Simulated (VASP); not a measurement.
# HRh8 in VASP: single point with PBE+D3(BJ)

Aim: the single point of HRh8 with PBE+D3(BJ).

Everything below comes from runs of VASP 6.6.1. Logs are shortened: lines on timing, memory, paths and dates and some standing lists are left out, and cuts for length are marked.

## 1. The cell of the first run

The cell holds a slab with vacuum, 9 atoms: a = 5.365 Å, b = 3.794 Å, c = 21.240 Å, α = 90.00°, β = 90.00°, γ = 90.00°.

## 2. Single point, PBE+D3(BJ)

INCAR reads:

```
SYSTEM = HRh8
  PREC = Accurate
  ENCUT = 520
  EDIFF = 1E-6
  ISMEAR = 0
  SIGMA = 0.1
  LREAL = .FALSE.
  LASPH = .TRUE.
  NELM = 80
  ALGO = Normal
  ISIF = 2
  LWAVE = .FALSE.
  LCHARG = .FALSE.
  LDIPOL = .TRUE.
  IDIPOL = 3
  DIPOL = 0.5 0.5 0.305
  GGA = PE
  IVDW = 12
  NBANDS = 70
```

KPOINTS reads:

```
Automatic mesh
0
G
  5 7 1
  0 0 0
```

POSCAR reads:

```
HRh8
1.0
    5.3650160441      0.0000000000      0.0000000000
    0.0000000000      3.7936392259      0.0000000000
    0.0000000000      0.0000000000     21.2400770646
Rh H
8 1
Direct
    0.2500000000      0.5000000000      0.1883232338
    0.7500000000      0.5000000000      0.1883232338
    0.0000000000      0.0000000000      0.2514705570
    0.5000000000      0.0000000000      0.2514705570
    0.2500000000      0.5000000000      0.3153506346
    0.7500000000      0.5000000000      0.3153506346
    0.0000000000      0.0000000000      0.3738252475
    0.5000000000      0.0000000000      0.3738252475
    0.0000000000      0.0000000000      0.4915272686
```

Potentials or basis: VASP PAW PBE potentials, release 64 (Rh_pv, H).

The run is started by

```bash
> cat potpaw_PBE.64/Rh_pv/POTCAR potpaw_PBE.64/H/POTCAR > POTCAR
> mpirun -np 1 vasp_std > vasp.out
```

OUTCAR:

```text
SYSTEM = HRh8
   PREC = Accurate
   ENCUT = 520
   EDIFF = 1E-6
   ISMEAR = 0
   LREAL = .FALSE.
   LASPH = .TRUE.
   NELM = 80
   ISIF = 2
   GGA = PE
   IVDW = 12
 IVDW          = 12

 ion  position               nearest neighbor table
   1  0.250  0.500  0.188-   2 2.68   2 2.68   4 2.68   3 2.68   4 2.68   3 2.68   5 2.70
   2  0.750  0.500  0.188-   1 2.68   1 2.68   4 2.68   3 2.68   4 2.68   3 2.68   6 2.70
   3  0.000  0.000  0.251-   7 2.60   4 2.68   4 2.68   2 2.68   1 2.68   2 2.68   1 2.68   5 2.69
                             5 2.69   6 2.69   6 2.69
   4  0.500  0.000  0.251-   8 2.60   3 2.68   3 2.68   2 2.68   1 2.68   2 2.68   1 2.68   5 2.69
                             5 2.69   6 2.69   6 2.69
   5  0.250  0.500  0.315-   7 2.63   8 2.63   7 2.63   8 2.63   6 2.68   6 2.68   4 2.69   4 2.69
                             3 2.69   3 2.69   1 2.70
   6  0.750  0.500  0.315-   7 2.63   8 2.63   7 2.63   8 2.63   5 2.68   5 2.68   4 2.69   4 2.69
                             3 2.69   3 2.69   2 2.70
   7  0.000  0.000  0.374-   3 2.60   5 2.63   6 2.63   5 2.63   6 2.63   8 2.68   8 2.68
   8  0.500  0.000  0.374-   4 2.60   5 2.63   6 2.63   5 2.63   6 2.63   7 2.68   7 2.68
   9  0.000  0.000  0.492-

  LATTYP: Found a simple orthorhombic cell.
 ALAT       =     3.7936392259
 B/A-ratio  =     1.4142135624
 C/A-ratio  =     5.5988658383

  Lattice vectors:

 A1 = (   0.0000000000,  -3.7936392259,   0.0000000000)
 A2 = (   5.3650160441,   0.0000000000,   0.0000000000)
 A3 = (   0.0000000000,   0.0000000000,  21.2400770646)

Analysis of symmetry for initial positions (statically):
=====================================================================
 Subroutine PRICEL returns:
 Original cell was already a primitive cell.

 Routine SETGRP: Setting up the symmetry group for a
 simple orthorhombic supercell.

 Subroutine GETGRP returns: Found  4 space group operations
 (whereof  4 operations were pure point group operations)
 out of a pool of  8 trial point group operations.

The static configuration has the point symmetry C_2v.

Analysis of symmetry for dynamics (positions and initial velocities):
=====================================================================
 Subroutine PRICEL returns:
 Original cell was already a primitive cell.

 Routine SETGRP: Setting up the symmetry group for a
 simple orthorhombic supercell.

 Subroutine GETGRP returns: Found  4 space group operations
 (whereof  4 operations were pure point group operations)
 out of a pool of  8 trial point group operations.

The dynamic configuration has the point symmetry C_2v.
[... 116 lines left out ...]
   EFERMI_NEDOS =   21; number of points for ismear=-14 and -15
   IALGO  =     38    algorithm
   IMIX   =      4    mixing-type and parameters
     AMIX     =   0.40;   BMIX     =  1.00
     AMIX_MAG =   1.60;   BMIX_MAG =  1.00
  volume/ion in A,a.u.               =      48.03       324.14
  Fermi-wavevector in a.u.,A,eV,Ry     =   1.070884  2.023676 15.603046  1.146792
  Thomas-Fermi vector in A             =   2.206607
   LORBIT       =      0    0 simple, 1 ext, 2 COOP (PROOUT), +10 PAW based schemes
   GGA     = PE    functional components
   LHFCALC =     F    Hartree Fock is set to
   AEXX    =    0.0000 exact exchange contribution
   IVDW    =    12    specifies the selected vdW correction
   LEPSILON=     F    determine dielectric tensor
   LRPA    =     F    only Hartree local field effects (RPA)
 non-spin polarized calculation
 Gauss-broadening in eV      SIGMA  =   0.10
  energy-cutoff  :      520.00
  volume of cell :      432.30
 maximum number of plane-waves:     11681
 NGX is ok and might be reduce to    40
   NGX = 19   NGY = 15   NGZ = 79

 dipolmoment           0.000000      0.000000     -0.167665 electrons x Angstroem

 number of electron     121.0000042 magnetization

 dipolmoment           0.000000      0.000000      0.183412 electrons x Angstroem

 Free energy of the ion-electron system (eV)
  ---------------------------------------------------
  ext. energy  EPLUGINS =         0.00000000
  ---------------------------------------------------
  free energy    TOTEN  =       -53.39659799 eV

  energy without entropy =      -53.30577216  energy(sigma->0) =      -53.35118508

 E-fermi :  -0.8803     XC(G=0):  -4.7736

 val. band max:       -0.8820164066   @ k =   0.0000   0.4286   0.0000
 cond. band min:      -0.8757998289   @ k =   0.4000   0.4286   0.0000
 fundamental gap:      0.0062165777
 Fermi energy:        -0.8802885619

 k-point     1 :       0.0000    0.0000    0.0000
  band No.  band energies     occupation
      1     -47.8604      2.00000
      2     -47.8075      2.00000
      3     -47.7776      2.00000
      4     -47.6029      2.00000
      5     -47.5464      2.00000
      6     -47.4969      2.00000
[... 865 lines left out ...]
     69       1.6477      0.00000
     70       1.8083      0.00000

------------------------ aborting loop because EDIFF is reached ----------------------------------------

 vacuum level on the upper side and lower side of the slab       (xc-potential included)         0.668        -0.908

 Edisp (eV)   -3.12507

 E8    (eV) :    -1.4652

  FORCE on cell =-STRESS in cart. coord.  units (eV):
  Direction    XX          YY          ZZ          XY          YZ          ZX
  --------------------------------------------------------------------------------------
  -------------------------------------------------------------------------------------
  Total      -8.86639    -6.21375    -6.67710     0.00000     0.00000     0.00000
  in kB     -32.86049   -23.02931   -24.74660     0.00000     0.00000     0.00000
  external pressure =      -26.88 kB  Pullay stress =        0.00 kB

 VOLUME and BASIS-vectors are now :
 -----------------------------------------------------------------------------
  energy-cutoff  :      520.00
  volume of cell :      432.30
      direct lattice vectors                 reciprocal lattice vectors
     5.365016044  0.000000000  0.000000000     0.186392732  0.000000000  0.000000000
     0.000000000  3.793639226  0.000000000     0.000000000  0.263599130  0.000000000
     0.000000000  0.000000000 21.240077065     0.000000000  0.000000000  0.047080808

 POSITION                                       TOTAL-FORCE (eV/Angst)
 -----------------------------------------------------------------------------------
      1.34125      1.89682      4.00000        -0.038071      0.000000      0.641826
      4.02376      1.89682      4.00000         0.038071     -0.000000      0.641826
      0.00000      0.00000      5.34125         0.000000     -0.000000     -0.775618
      2.68251      0.00000      5.34125         0.000000     -0.000000     -0.410858
      1.34125      1.89682      6.69807        -0.080919     -0.000000     -0.148734
      4.02376      1.89682      6.69807         0.080919     -0.000000     -0.148734
      0.00000      0.00000      7.94008         0.000000     -0.000000      1.947539
      2.68251      0.00000      7.94008         0.000000     -0.000000      0.250082
      0.00000      0.00000     10.44008         0.000000     -0.000000     -1.997329
 -----------------------------------------------------------------------------------
    total drift:                               -0.000000      0.000000      0.000516

  FREE ENERGIE OF THE ION-ELECTRON SYSTEM (eV)
  ---------------------------------------------------
  free  energy   TOTEN  =       -56.5216675896 eV

  energy  without entropy=      -56.4308417581  energy(sigma->0) =      -56.47625467

 vacuum level on the upper side and lower side of the slab         5.166         3.546
```

It took 10 min on 1 thread of Intel Xeon 6975P-C (Granite Rapids), shared host; peak memory 0.55 GiB.

What came out:

```yaml
Free_energy: -56.5217 eV
Largest_force: 1.997 eV/Å
Band_gap_on_the_k_mesh: zero (an odd number of electrons rules out a gap without spin polarisation)
Dispersion_energy_per_atom: -0.347 eV
```

Forces on the atoms (eV/Å):
```
Rh  -0.038  0.000  0.642
Rh   0.038  0.000  0.642
Rh   0.000  0.000 -0.776
Rh   0.000  0.000 -0.411
Rh  -0.081  0.000 -0.149
Rh   0.081  0.000 -0.149
Rh   0.000  0.000  1.948
Rh   0.000  0.000  0.250
H    0.000  0.000 -1.997
```
